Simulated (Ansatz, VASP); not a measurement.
**WSe2: VASP beside Ansatz**

```xyz
3
Lattice="3.2329 0.0000 0.0000 -1.6165 2.7998 0.0000 0.0000 0.0000 7.2066" Properties=species:S:1:pos:R:3 pbc="T T T"
W     0.0000    0.0000    0.0000
Se    0.0000    1.8665    1.5621
Se    0.0000    1.8665    5.6445
```

Alike in both runs: task single point; functional PBE; dispersion D3(BJ); k mesh 9 × 9 × 4; occupations gaussian, width 0.05 eV; no spin polarisation.

```csv
,VASP,Ansatz
version,VASP 6.6.1,Ansatz 0.2.0
potentials or method,"VASP PAW PBE potentials, release 64 (W_sv, Se), cutoff 520 eV","scalar-relativistic, plane waves, PAW"
valence electrons in the cell,26,46
```

```csv
,VASP,Ansatz,Ansatz less VASP
gap on the k mesh at the Fermi level (eV),1.19,1.21,+0.014
least direct gap on the mesh (eV),1.52,1.52,+0.006
pressure (GPa),16.2,15.7,-0.48
"traceless stress, the component that is largest in VASP (GPa)",6.16,6.05,-0.108
rms of the force components (eV/Å),1.483,1.447,-0.0358
```

Atom by atom the forces differ by 0.036 eV/Å (rms over components). VASP's potentials hold 26 valence electrons a cell and Ansatz's 46, so a difference there can come from the potentials and not from the codes.

Spin-orbit coupling is off throughout.
